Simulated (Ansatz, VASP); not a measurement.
## Two plane-wave programs on ScW2

Contents of INCAR:

```
ALGO = Fast ; EDIFF = 1E-6
ENCUT = 520 ; GGA = PE
ISIF = 2 ; ISMEAR = 0
LASPH = True ; LCHARG = False
LREAL = False ; LWAVE = False
NBANDS = 26 ; NELM = 60
PREC = Accurate ; SIGMA = 0.1
```

Contents of KPOINTS:

```
k-points
0
Gamma
  6 6 6
```

POSCAR

```
ScW2
1.0
    1.7185848621      0.9922254328      5.1905659197
   -1.7185848621      0.9922254328      5.1905659197
    0.0000000000     -1.9844508655      5.1905659197
Sc W
1 2
Direct
    0.0000000000      0.0000000000      0.0000000000
    0.7500000000      0.7500000000      0.7500000000
    0.2500000000      0.2500000000      0.2500000000
```

Input for Ansatz:

```yaml
crystal:
  lattice:
    - [1.7185848621, 0.9922254328, 5.1905659197]
    - [-1.7185848621, 0.9922254328, 5.1905659197]
    - [0.0, -1.9844508655, 5.1905659197]
  atoms:
    - { symbol: Sc, position: [0.0, 0.0, 0.0] }
    - { symbol: W, position: [0.75, 0.75, 0.75] }
    - { symbol: W, position: [0.25, 0.25, 0.25] }
basis:
  ecutwfc: 420
kpoints:
  mp_grid: { grid: [6, 6, 6] }
hamiltonian:
  xc: pbe
scf:
  occupations: { method: gaussian, width: 0.1 }
  lower_state_search: "off"
output:
  forces: true
  stress: true
  eigenvalues: true
```

Alike in both runs: task single point; functional PBE; k mesh 6 × 6 × 6; occupations gaussian, width 0.1 eV; no spin polarisation.

|  | VASP | Ansatz |
| --- | --- | --- |
| version | VASP 6.6.1 | Ansatz 0.2.0 |
| potentials or method | VASP PAW PBE potentials, release 64 (Sc_sv, W_sv), cutoff 520 eV | scalar-relativistic, plane waves, PAW |
| valence electrons in the cell | 39 | 39 |

Ansatz gave:

```
gap on the k mesh at the Fermi level (eV)                     : none
pressure (GPa)                                                : 22.2
traceless stress, the component that is largest in VASP (GPa) : -7.85
rms of the force components (eV/Å)                            : 2.785
```

Question: Which values does VASP return?

Answer: gap on the k mesh at the Fermi level (eV): none; pressure (GPa): 23.6; traceless stress, the component that is largest in VASP (GPa): -8.08; rms of the force components (eV/Å): 2.853.

Atom by atom the forces differ by 0.068 eV/Å (rms over components). A gap of «none» marks a metal or a gap that the smearing closes.

Neither program's run includes spin-orbit coupling.
